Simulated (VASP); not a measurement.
# Sr13Li7Mg4 in VASP: further runs

The runs below take Sr13Li7Mg4 through single point, with PBE.

Program: VASP 6.6.1. These are calculated values, not measurements. Logs are shortened: lines on timing, memory, paths and dates and some standing lists are left out, and cuts for length are marked.

## Step 1: The cell of the first run

The cell holds a disordered packing, 24 atoms: a = 9.875 Å, b = 10.258 Å, c = 9.997 Å, α = 85.46°, β = 90.35°, γ = 91.64°.

## Step 2: Single point, PBE

Input file INCAR:

```
PREC = Accurate
ENCUT = 650
EDIFF = 1E-6
ISMEAR = -1
SIGMA = 0.05
LREAL = Auto
LASPH = T
NELM = 120
ALGO = Normal
ISIF = 2
LWAVE = F
LCHARG = F
GGA = PE
NBANDS = 98
ISYM = -1
GGA_COMPAT = F
```

Input file KPOINTS:

```
explicit points
1
Reciprocal
  0.25000000   0.25000000   0.25000000 1
```

Input file POSCAR:

```
Sr13Li7Mg4
1.0
    9.8738250000     -0.1431370000     -0.0271780000
   -0.1431370000     10.2495160000      0.4011450000
   -0.0271780000      0.4011450000      9.9890070000
Sr Li Mg
13 7 4
Direct
    0.0301144225      0.8330950018      0.5681734486
    0.4241699946      0.2953462254      0.4351432961
    0.1177333438      0.4365028071      0.5888855457
    0.7216134250      0.9148894275      0.2080413689
    0.4292840963      0.5852582072      0.1075847359
    0.3045239977      0.9415109815      0.2369786036
    0.3818885054      0.0718788249      0.8325024834
    0.0643028320      0.1659907167      0.3201301467
    0.0502183665      0.8394388759      0.9770255569
    0.0640811832      0.4330014315      0.9872272829
    0.7205199173      0.2986352102      0.1197963190
    0.5563113071      0.6251412287      0.4873666772
    0.9778341721      0.1555458537      0.7519364173
    0.7078675507      0.1047635835      0.5142679384
    0.6382391079      0.7110477563      0.8850547217
    0.7689232568      0.4795625391      0.7934922542
    0.7131878263      0.8935746721      0.6654717538
    0.8277983036      0.5244167386      0.3104035015
    0.1236720675      0.6035337097      0.3200878355
    0.6592471036      0.1839703220      0.7883057088
    0.4750493311      0.4330700734      0.8273828416
    0.7396951995      0.3479326222      0.5535698398
    0.3279050190      0.2548622113      0.0815940064
    0.3221079297      0.7406079210      0.8174969829
```

Potentials or basis: VASP PAW PBE potentials, release 64 (Sr_sv, Li_sv, Mg).

Started as:

```bash
> cat potpaw_PBE.64/Sr_sv/POTCAR potpaw_PBE.64/Li_sv/POTCAR potpaw_PBE.64/Mg/POTCAR > POTCAR
> mpirun -np 1 vasp_std > vasp.out
```

OUTCAR:

```text
PREC = Accurate
   ENCUT = 650
   EDIFF = 1E-6
   ISMEAR = -1
   LREAL = Auto
   LASPH = T
   NELM = 120
   ISIF = 2
   GGA = PE
   ISYM = -1

 ion  position               nearest neighbor table
   1  0.030  0.833  0.568-  17 3.37  19 3.69  24 3.89  13 3.96   8 4.07   9 4.10   3 4.17   6 4.35
                             4 4.74   7 5.05
   2  0.424  0.295  0.435-  22 3.37  14 3.51  12 3.67  23 3.71   3 3.78   8 3.95   5 4.25  21 4.29
                            11 4.31   6 4.40   7 4.44
   3  0.118  0.437  0.589-  19 3.07  13 3.45   2 3.78  22 3.84  10 4.02   8 4.03   1 4.17  21 4.25
                            12 4.77   7 5.08
   4  0.722  0.915  0.208-  14 3.76  11 3.97   9 4.12   6 4.15  12 4.21   8 4.39   5 4.55   1 4.74

   5  0.429  0.585  0.108-  15 3.21  21 3.35  24 3.38  23 3.54  19 3.72  12 4.04  10 4.10  11 4.17
                             6 4.19   2 4.25   4 4.55   9 4.74
   6  0.305  0.942  0.237-  23 3.46   8 3.50   9 3.79   4 4.15   5 4.19   7 4.22   1 4.35   2 4.40
                            12 4.70
   7  0.382  0.072  0.833-  20 2.96  23 3.29  24 3.45  21 3.79  13 4.17   9 4.19   6 4.22   2 4.44
                            11 5.03   1 5.05   3 5.08
   8  0.064  0.166  0.320-   6 3.50  23 3.59   2 3.95   3 4.03   1 4.07  10 4.14  11 4.14   4 4.39
                            13 4.40   9 4.98
   9  0.050  0.839  0.977-  24 3.35   6 3.79  13 3.88   1 4.10   4 4.12  10 4.17   7 4.19   5 4.74
                             8 4.98
  10  0.064  0.433  0.987-  23 3.31  16 3.51  11 3.83  13 3.91   3 4.02   5 4.10   8 4.14   9 4.17
                            24 4.25  21 4.37
  11  0.721  0.299  0.120-  18 3.26  20 3.64  16 3.65  10 3.83  23 3.91   4 3.97  21 3.97   8 4.14
                             5 4.17   2 4.31  13 4.83   7 5.03
  12  0.556  0.625  0.487-  22 3.43  18 3.45   2 3.67  17 3.69  21 3.87   5 4.04   4 4.21  24 4.30
                             6 4.70   3 4.77
  13  0.978  0.156  0.752-  20 3.19   3 3.45  22 3.60  14 3.61  17 3.84   9 3.88  10 3.91   1 3.96
                             7 4.17   8 4.40  11 4.83
  14  0.708  0.105  0.514-  17 2.54  22 2.57   2 3.51  13 3.61   4 3.76
  15  0.638  0.711  0.885-   5 3.21
  16  0.769  0.480  0.793-  22 2.85  21 2.94  10 3.51  11 3.65
  17  0.713  0.894  0.665-  14 2.54   1 3.37  12 3.69  13 3.84
  18  0.828  0.524  0.310-  22 3.03  11 3.26  12 3.45
  19  0.124  0.604  0.320-   3 3.07   1 3.69   5 3.72
  20  0.659  0.184  0.788-  22 2.88   7 2.96  13 3.19  11 3.64
  21  0.475  0.433  0.827-  16 2.94  23 3.33   5 3.35  24 3.53   7 3.79  12 3.87  11 3.97   3 4.25
                             2 4.29  10 4.37
  22  0.740  0.348  0.554-  14 2.57  16 2.85  20 2.88  18 3.03   2 3.37  12 3.43  13 3.60   3 3.84

  23  0.328  0.255  0.082-   7 3.29  10 3.31  21 3.33   6 3.46   5 3.54   8 3.59   2 3.71  11 3.91

  24  0.322  0.741  0.817-   9 3.35   5 3.38   7 3.45  21 3.53   1 3.89  10 4.25  12 4.30

IMPORTANT INFORMATION: All symmetrisations will be switched off!
NOSYMM: (Re-)initialisation of all symmetry stuff for point group C_1.

----------------------------------------------------------------------------------------

                                     Primitive cell

  volume of cell :    1009.1088

  direct lattice vectors                    reciprocal lattice vectors
     9.873825000 -0.143137000 -0.027178000     0.101298860  0.001406086  0.000219146
    -0.143137000 10.249516000  0.401145000     0.001406086  0.097738688 -0.003921228
    -0.027178000  0.401145000  9.989007000     0.000219146 -0.003921228  0.100268118

  length of vectors
     9.874899846 10.258361650  9.997095418     0.101308855  0.097827420  0.100345003

  position of ions in fractional coordinates (direct lattice)
     0.030114422  0.833095002  0.568173449
     0.424169995  0.295346225  0.435143296
     0.117733344  0.436502807  0.588885546
     0.721613425  0.914889428  0.208041369
     0.429284096  0.585258207  0.107584736
     0.304523998  0.941510982  0.236978604
[... 16 lines left out ...]
     0.327905019  0.254862211  0.081594006
     0.322107930  0.740607921  0.817496983

  ion indices of the primitive-cell ions
   primitive index   ion index
                 1           1
                 2           2
                 3           3
                 4           4
                 5           5
                 6           6
[... 16 lines left out ...]
                23          23
                24          24

----------------------------------------------------------------------------------------

 KPOINTS: explicit points

Read explicit list of k-points.

 Found      1 k-points:

 Following reciprocal coordinates:
            Coordinates               Weight
  0.250000  0.250000  0.250000      1.000000
   k-points           NKPTS =      1   k-points in BZ     NKDIM =      1   number of bands    NBANDS=     98
   number of dos      NEDOS =    301   number of ions     NIONS =     24
   total plane-waves  NPLWV = 635040
   dimension x,y,z NGX =    84 NGY =   90 NGZ =   84
   dimension x,y,z NGXF=   168 NGYF=  180 NGZF=  168
   ions per type =              13   7   4
   NGX,Y,Z   is equivalent  to a cutoff of  14.14, 14.59, 13.97 a.u.
   NGXF,Y,Z  is equivalent  to a cutoff of  28.28, 29.17, 27.94 a.u.
 SYSTEM =  unknown system
   PREC   = accura    normal or accurate (medium, high low for compatibility)
   ISTART =      0    job   : 0-new  1-cont  2-samecut
   ICHARG =      2    charge: 1-file 2-atom 10-const
   ISPIN  =      1    spin polarized calculation?
   LNONCOLLINEAR =      F non collinear calculations
   LSORBIT =      F    spin-orbit coupling
   LASPH  =      T    aspherical Exc in radial PAW
   ENCUT  =  650.0 eV  47.77 Ry    6.91 a.u.  20.53 21.33 20.78*2*pi/ulx,y,z
   NELM   =    120;   NELMIN=  2; NELMDL= -5     # of ELM steps
   EDIFF  = 0.1E-05   stopping-criterion for ELM
   LREAL  =      T    real-space projection
   EDIFFG = 0.1E-04   stopping-criterion for IOM
   NSW    =      0    number of steps for IOM
   IBRION =     -1    ionic relax: 0-MD 1-quasi-New 2-CG
   NFREE  =      0    steps in history (QN), initial steepest desc. (CG)
   ISIF   =      2    stress and relaxation
   ISYM   =     -1    0-nonsym 1-usesym 2-fastsym
   POTIM  = 0.5000    time-step for ionic-motion
   TEBEG  =    0.0;   TEEND  =   0.0 temperature during run
   PSTRESS=    0.0 pullay stress
   NELECT =     159.0000    total number of electrons
   NUPDOWN=      -1.0000    fix difference up-down
   EMIN   =  10.00;   EMAX   =-10.00  energy-range for DOS
   EFERMI =   0.00;   METHOD = LEGACY
   ISMEAR =    -1;   SIGMA  =   0.05  broadening in eV -4-tet -1-fermi 0-gaus
   EFERMI_NEDOS =   21; number of points for ismear=-14 and -15
   IALGO  =     38    algorithm
   IMIX   =      4    mixing-type and parameters
     AMIX     =   0.40;   BMIX     =  1.00
     AMIX_MAG =   1.60;   BMIX_MAG =  1.00
  volume/ion in A,a.u.               =      42.05       283.74
  Fermi-wavevector in a.u.,A,eV,Ry     =   0.884222  1.670937 10.637690  0.781848
  Thomas-Fermi vector in A             =   2.005093
   LORBIT       =      0    0 simple, 1 ext, 2 COOP (PROOUT), +10 PAW based schemes
   GGA     = PE    functional components
   LHFCALC =     F    Hartree Fock is set to
   AEXX    =    0.0000 exact exchange contribution
   IVDW    =     0    specifies the selected vdW correction
   LEPSILON=     F    determine dielectric tensor
   LRPA    =     F    only Hartree local field effects (RPA)
 non-spin polarized calculation
  energy-cutoff  :      650.00
  volume of cell :     1009.11
 maximum number of plane-waves:     37974
 NGX is ok and might be reduce to    84
   NGX = 41   NGY = 43   NGZ = 41

 number of electron     159.0000007 magnetization

 Free energy of the ion-electron system (eV)
  ---------------------------------------------------
  ext. energy  EPLUGINS =         0.00000000
  ---------------------------------------------------
  free energy    TOTEN  =       -35.89707369 eV

  energy without entropy =      -35.66700051  energy(sigma->0) =      -35.78203710

 E-fermi :   1.2108     XC(G=0):  -7.2024

 val. band max:        1.1336183583   @ k =   0.2500   0.2500   0.2500
 cond. band min:       1.2421251439   @ k =   0.2500   0.2500   0.2500
 fundamental gap:      0.1085067856
 Fermi energy:         1.2107877549

 k-point     1 :       0.2500    0.2500    0.2500
  band No.  band energies     occupation
      1     -45.9666      2.00000
      2     -45.8482      2.00000
      3     -45.7537      2.00000
      4     -45.7480      2.00000
      5     -45.6583      2.00000
      6     -45.6034      2.00000
[... 83 lines left out ...]
     90       1.9003      0.00000
     91       1.9867      0.00000
 [bands above 91 left out]

------------------------ aborting loop because EDIFF is reached ----------------------------------------

  FORCE on cell =-STRESS in cart. coord.  units (eV):
  Direction    XX          YY          ZZ          XY          YZ          ZX
  --------------------------------------------------------------------------------------
  -------------------------------------------------------------------------------------
  Total        0.4555920      5.8187906     -1.2258567     -1.3804835     -3.3383037     -4.4602626
  in kB        0.7233503      9.2385822     -1.9463113     -2.1918147     -5.3002755     -7.0816266
  external PRESSURE =       2.6718737 kB  Pullay stress =       0.0000000 kB

 VOLUME and BASIS-vectors are now :
 -----------------------------------------------------------------------------
  energy-cutoff  :      650.00
  volume of cell :     1009.11
      direct lattice vectors                 reciprocal lattice vectors
     9.873825000 -0.143137000 -0.027178000     0.101298860  0.001406086  0.000219146
    -0.143137000 10.249516000  0.401145000     0.001406086  0.097738688 -0.003921228
    -0.027178000  0.401145000  9.989007000     0.000219146 -0.003921228  0.100268118

 POSITION                                       TOTAL-FORCE (eV/Angst)
 -----------------------------------------------------------------------------------
      0.16266      8.76243      6.00886         0.160990     -0.351367     -0.213425
      4.13408      3.14100      4.45360        -0.005382     -0.565629     -0.152672
      1.08399      4.69332      6.05428         0.112694      0.766885      0.302575
      6.98848      9.35734      2.42552         0.120695     -0.241215     -0.018514
      4.15198      5.98032      1.29777        -0.123030      0.117519      0.565312
      2.86561      9.70151      2.73659         0.738177     -0.655914      0.266371
[... 16 lines left out ...]
      3.19898      2.59801      0.90837         0.289515      0.092881      0.215629
      3.05221      7.87270      8.45432         0.122449     -0.447993     -0.524156
 -----------------------------------------------------------------------------------
    total drift:                                0.006764      0.010717     -0.002509

  FREE ENERGIE OF THE ION-ELECTRON SYSTEM (eV)
  ---------------------------------------------------
  free  energy   TOTEN  =       -35.8970736938 eV

  energy  without entropy=      -35.6670005072  energy(sigma->0) =      -35.78203710
```

Wall time 4.7 min (1 thread of Intel Xeon Platinum 8488C (Sapphire Rapids), shared host); peak memory 1.1 GiB.

Results:

| Property | Result |
| --- | --- |
| Free energy | -35.8971 eV |
| Pressure | 0.3 GPa |
| Largest force | 1.023 eV/Å |
| Band gap on the k mesh | zero (an odd number of electrons rules out a gap without spin polarisation) |

Forces on the atoms (eV/Å):
```
Sr   0.161 -0.351 -0.213
Sr  -0.005 -0.566 -0.153
Sr   0.113  0.767  0.303
Sr   0.121 -0.241 -0.019
Sr  -0.123  0.118  0.565
Sr   0.738 -0.656  0.266
Sr  -0.248 -0.352 -0.404
Sr  -0.844  0.500  0.043
Sr  -0.509 -0.246  0.199
Sr   0.253  0.473  0.142
Sr  -0.644 -0.061 -0.042
Sr  -0.255  0.766  0.531
Sr  -0.221 -0.527  0.204
Li   0.086 -0.474 -0.527
Li   0.164  0.070 -0.051
Li   0.105  0.173  0.010
Li  -0.220 -0.015  0.393
Li   0.166  0.243  0.037
Li   0.138  0.205 -0.584
Li   0.268  0.195  0.113
Mg  -0.189 -0.123 -0.303
Mg   0.536  0.459 -0.201
Mg   0.290  0.093  0.216
Mg   0.122 -0.448 -0.524
```

Stress tensor (GPa, compression positive):
```
 0.07 -0.22 -0.71
-0.22  0.92 -0.53
-0.71 -0.53 -0.19
```

Caveat: the atoms stand as in a frame of molecular dynamics.

[end of part 1 of 2]
